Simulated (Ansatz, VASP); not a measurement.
LiSe2: VASP beside Ansatz

Contents of INCAR:

```
PREC = Accurate
ENCUT = 520
EDIFF = 1E-6
ISMEAR = 0
SIGMA = 0.1
LREAL = F
LASPH = T
NELM = 100
ALGO = Normal
ISIF = 2
LWAVE = F
LCHARG = T
GGA = PE
IVDW = 12
LELF = T
LVHAR = T
NBANDS = 14
```

File KPOINTS:

```
Automatic mesh
0
Gamma
  6 6 6
```

Contents of POSCAR:

```
LiSe2
1.0
    1.8682500000      1.0786346400      6.0037569900
   -1.8682500000      1.0786346400      6.0037569900
    0.0000000000     -2.1572692800      6.0037569900
Li Se
1 2
Direct
    0.5000000000      0.5000000000      0.5000000000
    0.7478838000      0.7478838000      0.7478838000
    0.2521162000      0.2521162000      0.2521162000
```

Input for Ansatz:

```yaml
crystal:
  lattice:
    - [1.86825, 1.07863464, 6.00375699]
    - [-1.86825, 1.07863464, 6.00375699]
    - [0.0, -2.15726928, 6.00375699]
  atoms:
    - { symbol: Li, position: [0.5, 0.5, 0.5] }
    - { symbol: Se, position: [0.7478838, 0.7478838, 0.7478838] }
    - { symbol: Se, position: [0.2521162, 0.2521162, 0.2521162] }
basis:
  ecutwfc: 420
kpoints:
  mp_grid: { grid: [6, 6, 6] }
hamiltonian:
  xc: pbe
  dispersion: d3bj
scf:
  occupations: { method: gaussian, width: 0.1 }
  lower_state_search: "off"
output:
  forces: true
  stress: true
  eigenvalues: true
```

Alike in both runs: task single point; functional PBE; dispersion D3(BJ); k mesh 6 × 6 × 6; occupations gaussian, width 0.1 eV; no spin polarisation.

|  | VASP | Ansatz |
| --- | --- | --- |
| version | VASP 6.6.1 | Ansatz 0.2.0 |
| potentials or method | VASP PAW PBE potentials, release 64 (Li_sv, Se), cutoff 520 eV | scalar-relativistic, plane waves, PAW |
| valence electrons in the cell | 15 | 35 |

```tsv
	VASP	Ansatz	Ansatz less VASP
gap on the k mesh at the Fermi level (eV)	none	none	-
rms of the force components (eV/Å)	0.100	0.099	-0.0003
```

Atom by atom the forces differ by 0.000 eV/Å (rms over components). A gap of «none» marks a metal or a gap that the smearing closes. VASP's potentials hold 15 valence electrons a cell and Ansatz's 35, so a difference there can come from the potentials and not from the codes.

Noted on VASP's run: the cutoff is short for stress, so the pressure is rough.
